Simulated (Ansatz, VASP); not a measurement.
# One calculation of TiAl3, two programs

```
CELL_PARAMETERS angstrom
-1.75085 2.09717 4.24176
1.75085 -2.09717 4.24176
1.75085 2.09717 -4.24176
ATOMIC_POSITIONS crystal
Ti 0.00000 0.00000 0.00000
Al 0.50000 0.50000 0.00000
Al 0.75000 0.25000 0.50000
Al 0.25000 0.75000 0.50000
```

Change from the starting cell: normal strain along x -0.0733, normal strain along y +0.1100.

Alike in both runs: task single point; functional LDA; k mesh 14 × 14 × 14; occupations gaussian, width 0.15 eV; no spin polarisation.

|  | VASP | Ansatz |
| --- | --- | --- |
| version | VASP 6.6.1 | Ansatz 0.2.0 |
| potentials or method | VASP PAW LDA potentials, release 64 (Ti_sv, Al), cutoff 520 eV | scalar-relativistic, plane waves, PAW |
| valence electrons in the cell | 21 | 21 |

|  | VASP | Ansatz | Ansatz less VASP |
| --- | --- | --- | --- |
| gap on the k mesh at the Fermi level (eV) | none | none | - |
| pressure (GPa) | -2.5 | -2.6 | -0.16 |
| traceless stress, the component that is largest in VASP (GPa) | -11.72 | -11.69 | +0.028 |
| rms of the force components (eV/Å) | 0.061 | 0.061 | +0.0004 |

Ansatz warns that its potentials were made for another functional, while VASP's fit it. LDA's correlation is that of Perdew and Zunger in VASP and of Perdew and Wang (1992) in Ansatz. Atom by atom the forces differ by 0.000 eV/Å (rms over components). A gap of «none» marks a metal or a gap that the smearing closes.
